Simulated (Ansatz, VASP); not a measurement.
Two plane-wave programs on Se

```
Se
1.0
     4.45850    0.00000    0.00000
    -2.22925    3.86117    0.00000
     0.00000    0.00000    4.27516
Se
2
Direct
  0.33333 0.66667 0.00000
  0.66667 0.33333 0.00000
```

Alike in both runs: functional PBE; k mesh 6 × 6 × 4; occupations gaussian, width 0.1 eV; no spin polarisation.

Ansatz relaxed the structure, and its values are those at the end. VASP's run is a single point on that final structure, the one shown.

|  | VASP | Ansatz |
| --- | --- | --- |
| version | VASP 6.6.1 | Ansatz 0.2.0 |
| potentials or method | VASP PAW PBE potentials, release 64 (Se), cutoff 520 eV | scalar-relativistic, plane waves, PAW |
| valence electrons in the cell | 12 | 32 |

|  | VASP | Ansatz | Ansatz less VASP |
| --- | --- | --- | --- |
| gap on the k mesh at the Fermi level (eV) | none | none | - |
| pressure (GPa) | -0.1 | -0.1 | -0.02 |

A gap of «none» marks a metal or a gap that the smearing closes. VASP's potentials hold 12 valence electrons a cell and Ansatz's 32, so a difference there can come from the potentials and not from the codes.

The k mesh is coarse, so the values compare programs but aren't converged.
